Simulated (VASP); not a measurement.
Wanted: the native input for a VASP 6.6.1 run.

```
Task                   : single point
Functional             : PBEsol
Potentials or basis    : VASP PAW PBE potentials, release 64 (Os)
Cutoff                 : 520 eV
k mesh                 : 9 × 9 × 4
Occupations            : gaussian, width 0.1 eV
Spin                   : no spin polarisation
Dipole correction      : no
Further INCAR settings : ALGO = Fast; EDIFF = 1e-07; NBANDS = 15
```

The structure of Os lies in POSCAR:

```
Os
1.0
    2.7341000000      0.0000000000      0.0000000000
   -1.3670500000      2.3678000565      0.0000000000
    0.0000000000      0.0000000000      4.3197000000
Os
2
Direct
    0.3333333333      0.6666666667      0.2500000000
    0.6666666667      0.3333333333      0.7500000000
```

The input as run:

INCAR

```
SYSTEM = Os
PREC = Accurate ; ENCUT = 520
EDIFF = 1E-7 ; ISMEAR = 0
SIGMA = 0.1 ; LREAL = .FALSE.
LASPH = .TRUE. ; NELM = 60
ALGO = Fast ; ISIF = 2
LWAVE = .FALSE. ; LCHARG = .TRUE.
GGA = PS ; LELF = .TRUE.
LVHAR = .TRUE. ; NBANDS = 15
```

KPOINTS

```
regular mesh
0
G
  9 9 4
  0 0 0
```

Potentials or basis: VASP PAW PBE potentials, release 64 (Os).

Launch:

```console
$ cat potpaw_PBE.64/Os/POTCAR > POTCAR
$ mpirun -np 1 vasp_std > vasp.out
```

It gave:

* Pressure: -2.5 GPa
* Band gap on the k mesh: zero (bands 8 and 9 overlap by 3.85 eV)

Caveat: the k points lie up to 0.36 Å⁻¹ apart, too coarse for converged energies and pressures of a metal; the PAW data sets were made with another functional, which shifts forces and pressure a little; spin-orbit coupling is left out, which moves the levels of the heavy elements.

It took 15 s on 1 thread of AMD EPYC 7R13 Processor (Zen 3), on a shared host, peak memory 0.11 GiB.
